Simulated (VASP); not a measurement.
Runs of VASP 6.6.1 on Ta. The structure is that of space group P6_3/mmc (No. 194), or close to it. The cells are those of the table. This isn't the form of Ta at room conditions, which is bcc.

```csv
task,cell,cutoff (eV),gap on the mesh (eV),pressure (GPa)
relaxation of cell and atoms,"relaxed to 10 GPa from a = 2.900, b = 2.900, c = 5.166 Å, angles 90.0, 90.0, 120.0°, 2 atoms",600,none,10.0
relaxation of cell and atoms,"relaxed to -2 GPa from a = 2.900, b = 2.900, c = 5.166 Å, angles 90.0, 90.0, 120.0°, 2 atoms",600,none,-2.0
single point,"a = 2.842, b = 2.842, c = 5.102 Å, angles 90.0, 90.0, 120.0°, 2 atoms",520,none,-1.2
single point,"a = 2.826, b = 2.826, c = 5.063 Å, angles 90.0, 90.0, 120.0°, 2 atoms",520,none,2.9
single point,"a = 2.798, b = 2.798, c = 4.995 Å, angles 90.0, 90.0, 120.0°, 2 atoms",520,none,(a)
```

Alike in all rows: level LDA; potentials or basis VASP PAW LDA potentials, release 64 (Ta_pv); no spin polarisation; k mesh 11 × 11 × 5; smearing gaussian 0.1 eV.

Task: Fill in the values left out.

Result: (a) 11.0.

Caveats: spin-orbit coupling is left out, which moves the levels of the heavy elements; the cell is relaxed towards a set pressure, so the run minimises the enthalpy, not the energy (at least some runs); the cell stands under pressure (at least some runs).

A k mesh can miss the band edges, and the runs leave out spin-orbit coupling on Ta.

A gap of «none» marks levels without a gap at the run's occupations.
